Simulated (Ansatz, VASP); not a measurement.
**One calculation of C, two programs**

INCAR

```
PREC     = Accurate       # precision mode
ENCUT    = 520            # plane-wave cutoff, eV
EDIFF    = 1E-6           # SCF threshold, eV
ISMEAR   = -1             # smearing method
SIGMA    = 0.05           # smearing width, eV
LREAL    = F              # projectors in reciprocal space
LASPH    = T              # aspherical terms in the spheres
NELM     = 60             # most SCF steps
ALGO     = Normal         # electronic algorithm
ISIF     = 2              # what is computed and relaxed
LWAVE    = F              # write WAVECAR
LCHARG   = F              # write CHGCAR
GGA      = PS             # functional
NBANDS   = 11             # bands
```

KPOINTS

```
Automatic mesh
0
Gamma
  18 18 18
```

The input POSCAR:

```
C
1.0
    0.0000000000      2.1127244021      3.3255295243
    1.2197581409      0.0000000000      3.3255295243
    1.2197581409      2.1127244021      0.0000000000
C
2
Direct
    0.1666700000      0.8333300000      0.1666700000
    0.8333300000      0.1666700000      0.8333300000
```

Input for Ansatz:

```yaml
crystal:
  lattice:
    - [0.0, 2.1127244021, 3.3255295243]
    - [1.2197581409, 0.0, 3.3255295243]
    - [1.2197581409, 2.1127244021, 0.0]
  atoms:
    - { symbol: C, position: [0.16667, 0.83333, 0.16667] }
    - { symbol: C, position: [0.83333, 0.16667, 0.83333] }
kpoints:
  mp_grid: { grid: [18, 18, 18] }
scf:
  occupations: { method: fermi_dirac, width: 0.05 }
hamiltonian:
  xc: pbesol
  pseudopotentials: { kind: all_electron, lapw: { basis_error: 0.00025 } }
output:
  forces: true
  stress: true
  eigenvalues: true
```

Change from the starting cell: volume scaled by 0.98.

Alike in both runs: task single point; functional PBEsol; k mesh 18 × 18 × 18; occupations fermi-dirac, width 0.05 eV; no spin polarisation.

```csv
,VASP,Ansatz
version,VASP 6.6.1,Ansatz 0.2.0
potentials or method,"VASP PAW PBE potentials, release 64 (C), cutoff 520 eV","all-electron LAPW, scalar-relativistic"
```

|  | VASP | Ansatz | Ansatz less VASP |
| --- | --- | --- | --- |
| pressure (GPa) | 8.1 | 7.4 | -0.75 |
| traceless stress, the component that is largest in VASP (GPa) | -6.24 | -5.38 | +0.854 |

VASP's potentials were made for PBE, not for PBEsol. Ansatz ran all-electron here, and VASP with PAW potentials.
